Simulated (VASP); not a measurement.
# TaSi2 (P6_222) in VASP: a series of runs

TaSi2 is run at these levels: PBEsol; tasks: single point, relaxation of cell and atoms.

Everything below comes from runs of VASP 6.6.1. Logs are shortened: lines on timing, memory, paths and dates and some standing lists are left out, and cuts for length are marked.

### 1 The cell of the first run

Symmetry: P6_222, No. 180, hexagonal system. Conventional cell: a = 4.769 Å, b = 4.769 Å, c = 6.521 Å, α = 90.00°, β = 90.00°, γ = 120.00°. Ta (site symmetry 222) has 10 Si at 2.59 to 2.82 Å and 4 Ta at 3.23 Å within 3.4 Å. Within 3.4 Å of Si (site symmetry 2) lie 9 Si at 2.54 to 3.31 Å and 5 Ta at 2.59 to 2.82 Å.

### 2 Single point, PBEsol

INCAR reads:

```
SYSTEM = TaSi2
ALGO = Normal
EDIFF = 1E-6
ENCUT = 520
GGA = PS
ISIF = 2
ISMEAR = 0
LASPH = .True.
LCHARG = .True.
LELF = .True.
LREAL = .False.
LVHAR = .True.
LWAVE = .False.
NBANDS = 38
NELM = 60
PREC = Accurate
SIGMA = 0.1
```

KPOINTS reads:

```
k-points
0
Gamma
  6 6 4
  0 0 0
```

POSCAR reads:

```
TaSi2
1.0
    4.7686266500      0.0000000000      0.0000000000
   -2.3843133300      4.1297518200      0.0000000000
    0.0000000000      0.0000000000      6.5214099500
Ta Si
3 6
Direct
    0.0000000000      0.5000000000      0.1666666700
    0.5000000000      0.5000000000      0.8333333300
    0.5000000000      0.0000000000      0.5000000000
    0.8413836500      0.6827673000      0.5000000000
    0.1586163500      0.8413836500      0.8333333300
    0.6827673000      0.8413836500      0.1666666700
    0.1586163500      0.3172327000      0.5000000000
    0.8413836500      0.1586163500      0.8333333300
    0.3172327000      0.1586163500      0.1666666700
```

Potentials or basis: VASP PAW PBE potentials, release 64 (Ta_pv, Si).

Launch:

```
cat potpaw_PBE.64/Ta_pv/POTCAR potpaw_PBE.64/Si/POTCAR > POTCAR
mpirun -np 1 vasp_std > vasp.out
```

OUTCAR:

```text
SYSTEM = TaSi2
   EDIFF = 1E-6
   ENCUT = 520
   GGA = PS
   ISIF = 2
   ISMEAR = 0
   LASPH = .True.
   LREAL = .False.
   NELM = 60
   PREC = Accurate

 ion  position               nearest neighbor table
   1  0.000  0.500  0.167-   4 2.59   7 2.59   5 2.59   8 2.59   9 2.72   6 2.72   9 2.72   6 2.72
                             6 2.82   9 2.82   3 3.23   3 3.23   2 3.23   2 3.23
   2  0.500  0.500  0.833-   4 2.59   7 2.59   6 2.59   9 2.59   5 2.72   8 2.72   5 2.72   8 2.72
                             8 2.82   5 2.82   3 3.23   3 3.23   1 3.23   1 3.23
   3  0.500  0.000  0.500-   5 2.59   8 2.59   6 2.59   9 2.59   7 2.72   4 2.72   7 2.72   4 2.72
                             7 2.82   4 2.82   1 3.23   1 3.23   2 3.23   2 3.23
   4  0.841  0.683  0.500-   5 2.54   6 2.54   2 2.59   1 2.59   7 2.62   3 2.72   3 2.72   3 2.82
                             7 2.82   7 2.82   9 3.14   8 3.14
   5  0.159  0.841  0.833-   4 2.54   9 2.54   3 2.59   1 2.59   8 2.62   2 2.72   2 2.72   2 2.82
                             8 2.82   8 2.82   7 3.14   6 3.14
   6  0.683  0.841  0.167-   4 2.54   8 2.54   3 2.59   2 2.59   9 2.62   1 2.72   1 2.72   1 2.82
                             9 2.82   9 2.82   7 3.14   5 3.14
   7  0.159  0.317  0.500-   8 2.54   9 2.54   2 2.59   1 2.59   4 2.62   3 2.72   3 2.72   3 2.82
                             4 2.82   4 2.82   6 3.14   5 3.14
   8  0.841  0.159  0.833-   7 2.54   6 2.54   3 2.59   1 2.59   5 2.62   2 2.72   2 2.72   2 2.82
                             5 2.82   5 2.82   4 3.14   9 3.14
   9  0.317  0.159  0.167-   7 2.54   5 2.54   3 2.59   2 2.59   6 2.62   1 2.72   1 2.72   1 2.82
                             6 2.82   6 2.82   4 3.14   8 3.14

  LATTYP: Found a hexagonal cell.
 ALAT       =     4.7686266500
 C/A-ratio  =     1.3675656386

  Lattice vectors:

 A1 = (   4.7686266500,   0.0000000000,   0.0000000000)
 A2 = (  -2.3843133300,   4.1297518200,   0.0000000000)
 A3 = (   0.0000000000,   0.0000000000,   6.5214099500)

Analysis of symmetry for initial positions (statically):
=====================================================================
 Subroutine PRICEL returns:
 Original cell was already a primitive cell.

 Routine SETGRP: Setting up the symmetry group for a
 hexagonal supercell.

 Subroutine GETGRP returns: Found 12 space group operations
 (whereof  4 operations were pure point group operations)
 out of a pool of 24 trial point group operations.

The static configuration has the point symmetry D_2 .
 The point group associated with its full space group is D_6 .

Analysis of symmetry for dynamics (positions and initial velocities):
=====================================================================
 Subroutine PRICEL returns:
 Original cell was already a primitive cell.

 Routine SETGRP: Setting up the symmetry group for a
 hexagonal supercell.

 Subroutine GETGRP returns: Found 12 space group operations
 (whereof  4 operations were pure point group operations)
 out of a pool of 24 trial point group operations.

The dynamic configuration has the point symmetry D_2 .
 The point group associated with its full space group is D_6 .

 Subroutine INISYM returns: Found 12 space group operations
 (whereof  4 operations are pure point group operations),
 and found     1 'primitive' translations

----------------------------------------------------------------------------------------

                                     Primitive cell

  volume of cell :     128.4277

  direct lattice vectors                    reciprocal lattice vectors
     4.768626650  0.000000000  0.000000000     0.209703983  0.121072651  0.000000000
    -2.384313330  4.129751820  0.000000000     0.000000000  0.242145302  0.000000000
     0.000000000  0.000000000  6.521409950     0.000000000  0.000000000  0.153341073

  length of vectors
     4.768626650  4.768626652  6.521409950     0.242145302  0.242145302  0.153341073

  position of ions in fractional coordinates (direct lattice)
     0.000000000  0.500000000  0.166666670
     0.500000000  0.500000000  0.833333330
     0.500000000  0.000000000  0.500000000
     0.841383650  0.682767300  0.500000000
     0.158616350  0.841383650  0.833333330
     0.682767300  0.841383650  0.166666670
     0.158616350  0.317232700  0.500000000
     0.841383650  0.158616350  0.833333330
     0.317232700  0.158616350  0.166666670

  ion indices of the primitive-cell ions
   primitive index   ion index
                 1           1
                 2           2
                 3           3
                 4           4
                 5           5
                 6           6
                 7           7
                 8           8
                 9           9

----------------------------------------------------------------------------------------

 KPOINTS: k-points

Automatic generation of k-mesh.
 Grid dimensions read from file:
 generate k-points for:    6    6    4

 Generating k-lattice:

  Cartesian coordinates                     Fractional coordinates (reciprocal lattice)
     0.034950664  0.020178775  0.000000000     0.166666667  0.000000000  0.000000000
     0.000000000  0.040357550  0.000000000     0.000000000  0.166666667  0.000000000
     0.000000000  0.000000000  0.038335268     0.000000000  0.000000000  0.250000000

  Length of vectors
     0.040357550  0.040357550  0.038335268

  Shift w.r.t. Gamma in fractional coordinates (k-lattice)
     0.000000000  0.000000000  0.000000000

 Subroutine IBZKPT returns following result:
 ===========================================

 Found     21 irreducible k-points:

 Following reciprocal coordinates:
            Coordinates               Weight
  0.000000  0.000000  0.000000      1.000000
  0.166667 -0.000000  0.000000      6.000000
  0.333333 -0.000000  0.000000      6.000000
  0.500000 -0.000000  0.000000      3.000000
  0.166667  0.166667  0.000000      6.000000
  0.333333  0.166667  0.000000     12.000000
[... 13 lines left out ...]
  0.333333  0.166667  0.500000     12.000000
  0.333333  0.333333  0.500000      2.000000
   k-points           NKPTS =     21   k-points in BZ     NKDIM =     21   number of bands    NBANDS=     38
   number of dos      NEDOS =    301   number of ions     NIONS =      9
   total plane-waves  NPLWV =  64800
   dimension x,y,z NGX =    36 NGY =   36 NGZ =   50
   dimension x,y,z NGXF=    72 NGYF=   72 NGZF=  100
   ions per type =               3   6
   NGX,Y,Z   is equivalent  to a cutoff of  12.55, 12.55, 12.75 a.u.
   NGXF,Y,Z  is equivalent  to a cutoff of  25.10, 25.10, 25.49 a.u.
 SYSTEM =  TaSi2
   PREC   = accura    normal or accurate (medium, high low for compatibility)
   ISTART =      0    job   : 0-new  1-cont  2-samecut
   ICHARG =      2    charge: 1-file 2-atom 10-const
   ISPIN  =      1    spin polarized calculation?
   LNONCOLLINEAR =      F non collinear calculations
   LSORBIT =      F    spin-orbit coupling
   LASPH  =      T    aspherical Exc in radial PAW
   ENCUT  =  520.0 eV  38.22 Ry    6.18 a.u.   8.87  8.87 12.13*2*pi/ulx,y,z
   NELM   =     60;   NELMIN=  2; NELMDL= -5     # of ELM steps
   EDIFF  = 0.1E-05   stopping-criterion for ELM
   LREAL  =      F    real-space projection
   EDIFFG = 0.1E-04   stopping-criterion for IOM
   NSW    =      0    number of steps for IOM
   IBRION =     -1    ionic relax: 0-MD 1-quasi-New 2-CG
   NFREE  =      0    steps in history (QN), initial steepest desc. (CG)
   ISIF   =      2    stress and relaxation
   ISYM   =      2    0-nonsym 1-usesym 2-fastsym
   POTIM  = 0.5000    time-step for ionic-motion
   TEBEG  =    0.0;   TEEND  =   0.0 temperature during run
   PSTRESS=    0.0 pullay stress
   NELECT =      57.0000    total number of electrons
   NUPDOWN=      -1.0000    fix difference up-down
   EMIN   =  10.00;   EMAX   =-10.00  energy-range for DOS
   EFERMI =   0.00;   METHOD = LEGACY
   ISMEAR =     0;   SIGMA  =   0.10  broadening in eV -4-tet -1-fermi 0-gaus
   EFERMI_NEDOS =   21; number of points for ismear=-14 and -15
   IALGO  =     38    algorithm
   IMIX   =      4    mixing-type and parameters
     AMIX     =   0.40;   BMIX     =  1.00
     AMIX_MAG =   1.60;   BMIX_MAG =  1.00
  volume/ion in A,a.u.               =      14.27        96.30
  Fermi-wavevector in a.u.,A,eV,Ry     =   1.248763  2.359821 21.217064  1.559410
  Thomas-Fermi vector in A             =   2.382835
   LORBIT       =      0    0 simple, 1 ext, 2 COOP (PROOUT), +10 PAW based schemes
   GGA     = PS    functional components
   LHFCALC =     F    Hartree Fock is set to
   AEXX    =    0.0000 exact exchange contribution
   IVDW    =     0    specifies the selected vdW correction
   LEPSILON=     F    determine dielectric tensor
   LRPA    =     F    only Hartree local field effects (RPA)
 non-spin polarized calculation
 Gauss-broadening in eV      SIGMA  =   0.10
  energy-cutoff  :      520.00
  volume of cell :      128.43
 maximum number of plane-waves:      3501
 NGX is ok and might be reduce to    36
   NGX = 17   NGY = 17   NGZ = 25

 number of electron      57.0000001 magnetization

 Free energy of the ion-electron system (eV)
  ---------------------------------------------------
  ext. energy  EPLUGINS =         0.00000000
  ---------------------------------------------------
  free energy    TOTEN  =       -77.34814092 eV

  energy without entropy =      -77.33154782  energy(sigma->0) =      -77.33984437

 E-fermi :   9.4056     XC(G=0): -12.2130

 val. band max:        9.3640740807   @ k =   0.5000  -0.0000   0.0000
 cond. band min:       9.4909158011   @ k =   0.3333   0.1667   0.2500
 fundamental gap:      0.1268417204
 Fermi energy:         9.4055998687

 k-point     1 :       0.0000    0.0000    0.0000
  band No.  band energies     occupation
      1     -24.8672      2.00000
      2     -24.8670      2.00000
      3     -24.8670      2.00000
      4     -24.8027      2.00000
      5     -24.8027      2.00000
      6     -24.6984      2.00000
[... 30 lines left out ...]
     37      13.3464      0.00000
     38      13.5617      0.00000
[... 818 lines left out ...]
     37      13.0372      0.00000
     38      13.0645      0.00000

------------------------ aborting loop because EDIFF is reached ----------------------------------------

  FORCE on cell =-STRESS in cart. coord.  units (eV):
  Direction    XX          YY          ZZ          XY          YZ          ZX
  --------------------------------------------------------------------------------------
  -------------------------------------------------------------------------------------
  Total       -0.0917310     -0.0917310      2.3963881      0.0000000     -0.0000000      0.0000000
  in kB       -1.1443738     -1.1443738     29.8957166      0.0000000     -0.0000000      0.0000000
  external PRESSURE =       9.2023230 kB  Pullay stress =       0.0000000 kB

 VOLUME and BASIS-vectors are now :
 -----------------------------------------------------------------------------
  energy-cutoff  :      520.00
  volume of cell :      128.43
      direct lattice vectors                 reciprocal lattice vectors
     4.768626650  0.000000000  0.000000000     0.209703983  0.121072651  0.000000000
    -2.384313330  4.129751820  0.000000000     0.000000000  0.242145302  0.000000000
     0.000000000  0.000000000  6.521409950     0.000000000  0.000000000  0.153341073

 POSITION                                       TOTAL-FORCE (eV/Angst)
 -----------------------------------------------------------------------------------
     -1.19216      2.06488      1.08690         0.000000      0.000000     -0.000000
      1.19216      2.06488      5.43451         0.000000      0.000000     -0.000000
      2.38431      0.00000      3.26070         0.000000      0.000000      0.000000
      2.38431      2.81966      3.26070         0.000000     -0.083325      0.000000
     -1.24974      3.47471      5.43451         0.072161     -0.041662      0.000000
      1.24974      3.47471      1.08690        -0.072161     -0.041662      0.000000
     -0.00000      1.31009      3.26070        -0.000000      0.083325      0.000000
      3.63405      0.65505      5.43451        -0.072161      0.041662      0.000000
      1.13457      0.65505      1.08690         0.072161      0.041662      0.000000
 -----------------------------------------------------------------------------------
    total drift:                               -0.000000     -0.000000      0.000009

  FREE ENERGIE OF THE ION-ELECTRON SYSTEM (eV)
  ---------------------------------------------------
  free  energy   TOTEN  =       -77.3481409223 eV

  energy  without entropy=      -77.3315478163  energy(sigma->0) =      -77.33984437
```

It took 47 s on 1 thread of Intel Xeon 6975P-C (Granite Rapids), shared host; peak memory 0.28 GiB.

What came out:

```yaml
Free_energy: -77.3481 eV
Pressure: 0.9 GPa
Largest_force: 0.083 eV/Å
Band_gap_on_the_k_mesh: zero (an odd number of electrons rules out a gap without spin polarisation)
```

Forces in eV/Å, atoms in the order of the input:
```
Ta   0.000  0.000  0.000
Ta   0.000  0.000  0.000
Ta   0.000  0.000  0.000
Si   0.000 -0.083  0.000
Si   0.072 -0.042  0.000
Si  -0.072 -0.042  0.000
Si   0.000  0.083  0.000
Si  -0.072  0.042  0.000
Si   0.072  0.042  0.000
```

Stress tensor (GPa, compression positive):
```
-0.11  0.00  0.00
 0.00 -0.11  0.00
 0.00  0.00  2.99
```

Levels at points of the mesh, in eV from the Fermi level:
```tsv
k point	band 26	band 27	band 28	band 29	band 30	band 31	band 32	band 33
(0.00, 0.00, 0.00)	-2.45	-2.21	-2.21	-1.46	0.75	2.98	2.98	3.58
(0.50, 0.00, 0.00)	-1.11	-0.75	-0.09	-0.04	0.88	1.25	1.57	2.01
(0.00, 0.00, 0.50)	-2.03	-1.77	-1.77	1.19	1.19	2.72	2.72	3.51
(0.50, 0.00, 0.50)	-2.04	-1.82	-0.69	-0.29	1.57	1.99	2.57	2.58
```

Caveat: the PAW data sets were made with another functional, which shifts forces and pressure a little; spin-orbit coupling is left out, which moves the levels of the heavy elements; an odd number of electrons without spin polarisation forces a metal; a magnetic or distorted state may lie lower.

### 3 Single point, PBEsol

This run uses another cell than the first one, of 14.31 Å³/atom.

INCAR reads:

```
PREC     = Accurate       # precision mode
ENCUT    = 520            # plane-wave cutoff, eV
EDIFF    = 1E-6           # SCF threshold, eV
ISMEAR   = 0              # smearing method
SIGMA    = 0.1            # smearing width, eV
LREAL    = F              # projectors in reciprocal space
LASPH    = T              # aspherical terms in the spheres
NELM     = 100            # most SCF steps
ALGO     = Normal         # electronic algorithm
ISIF     = 2              # what is computed and relaxed
LWAVE    = F              # write WAVECAR
LCHARG   = F              # write CHGCAR
GGA      = PS             # functional
NBANDS   = 38             # bands
```

KPOINTS reads:

```
regular mesh
0
Gamma
  9 9 6
```

POSCAR reads:

```
TaSi2
1.0
    4.7613181298      0.0000000029      0.0000000000
   -2.3806590674      4.1234224545      0.0000000000
    0.0000000000      0.0000000000      6.5578972695
Ta Si
3 6
Direct
    0.0000000000      0.5000000000      0.1666666667
    0.5000000000      0.5000000000      0.8333333333
    0.5000000000      0.0000000000      0.5000000000
    0.8407545509      0.6815091018      0.5000000000
    0.1592454491      0.8407545509      0.8333333333
    0.6815091018      0.8407545509      0.1666666667
    0.1592454491      0.3184908982      0.5000000000
    0.8407545509      0.1592454491      0.8333333333
    0.3184908982      0.1592454491      0.1666666667
```

Potentials or basis: VASP PAW PBE potentials, release 64 (Ta_pv, Si).

Launch:

```
cat potpaw_PBE.64/Ta_pv/POTCAR potpaw_PBE.64/Si/POTCAR > POTCAR
mpirun -np 1 vasp_std > vasp.out
```

It took 1.8 min on 1 thread of Intel Xeon 6975P-C (Granite Rapids), shared host; peak memory 0.35 GiB.

It converged, with:

- Free energy: -77.3482 eV
- Pressure: 0.2 GPa
- Band gap on the k mesh: zero (an odd number of electrons rules out a gap without spin polarisation)

Forces in eV/Å, atoms in the order of the input:
```
Ta   0.000  0.000  0.000
Ta   0.000  0.000  0.000
Ta   0.000  0.000  0.000
Si   0.000  0.003  0.000
Si  -0.002  0.001  0.000
Si   0.002  0.001  0.000
Si   0.000 -0.003  0.000
Si   0.002 -0.001  0.000
Si  -0.002 -0.001  0.000
```

Stress tensor (GPa, compression positive):
```
0.19 0.00 0.00
0.00 0.19 0.00
0.00 0.00 0.28
```

Levels at points of the mesh, in eV from the Fermi level:
```
           k point  band 27  band 28  band 29  band 30  band 31  band 32
(0.00, 0.00, 0.00)    -2.22    -2.22    -1.48     0.69     3.01     3.01
(0.00, 0.00, 0.50)    -1.78    -1.78     1.11     1.11     2.69     2.69
```

Caveat: the PAW data sets were made with another functional, which shifts forces and pressure a little; spin-orbit coupling is left out, which moves the levels of the heavy elements; an odd number of electrons without spin polarisation forces a metal; a magnetic or distorted state may lie lower.

### 4 Single point, PBEsol

This run uses another cell than the first one, of 14.31 Å³/atom.

INCAR reads:

```
SYSTEM = TaSi2
PREC = Accurate
ENCUT = 520
EDIFF = 1E-6
ISMEAR = -1
SIGMA = 0.15
LREAL = .False.
LASPH = .True.
NELM = 100
ALGO = Normal
ISIF = 2
LWAVE = .False.
LCHARG = .False.
GGA = PS
NBANDS = 38
```

KPOINTS reads:

```
regular mesh
0
Gamma
  9 9 6
  0 0 0
```

POSCAR reads:

```
TaSi2
1.0
    4.7591489237      0.0000000029      0.0000000000
   -2.3795744643      4.1215438669      0.0000000000
    0.0000000000      0.0000000000      6.5664207512
Ta Si
3 6
Direct
    0.0000000000      0.5000000000      0.1666666667
    0.5000000000      0.5000000000      0.8333333333
    0.5000000000      0.0000000000      0.5000000000
    0.8402611980      0.6805223960      0.5000000000
    0.1597388020      0.8402611980      0.8333333333
    0.6805223960      0.8402611980      0.1666666667
    0.1597388020      0.3194776040      0.5000000000
    0.8402611980      0.1597388020      0.8333333333
    0.3194776040      0.1597388020      0.1666666667
```

Launch:

```
cat potpaw_PBE.64/Ta_pv/POTCAR potpaw_PBE.64/Si/POTCAR > POTCAR
mpirun -np 1 vasp_std > vasp.out
```

Run time: 1.8 min. Hardware: 1 thread of Intel Xeon 6975P-C (Granite Rapids), shared host; peak memory 0.34 GiB.

It converged, with:

```
Free energy            : -77.4622 eV
Pressure               : 0.2 GPa
Band gap on the k mesh : zero (an odd number of electrons rules out a gap without spin polarisation)
```

Forces in eV/Å, atoms in the order of the input:
```
Ta   0.000  0.000  0.000
Ta   0.000  0.000  0.000
Ta   0.000  0.000  0.000
Si   0.000  0.003  0.000
Si  -0.002  0.001  0.000
Si   0.002  0.001  0.000
Si   0.000 -0.003  0.000
Si   0.002 -0.001  0.000
Si  -0.002 -0.001  0.000
```

Stress tensor (GPa, compression positive):
```
0.18 0.00 0.00
0.00 0.18 0.00
0.00 0.00 0.27
```

Levels at points of the mesh, in eV from the Fermi level:
```csv
k point,band 26,band 27,band 28,band 29,band 30,band 31,band 32,band 33
"(0.00, 0.00, 0.00)",-2.37,-2.21,-2.21,-1.48,0.69,3.04,3.04,3.51
"(0.00, 0.00, 0.50)",-1.94,-1.76,-1.76,1.10,1.10,2.70,2.70,3.43
```

Caveat: the PAW data sets were made with another functional, which shifts forces and pressure a little; spin-orbit coupling is left out, which moves the levels of the heavy elements; an odd number of electrons without spin polarisation forces a metal; a magnetic or distorted state may lie lower.

(Continued in part 2 of 2.)

The gap in the log of VASP goes by the Fermi energy; the results here count the filled bands.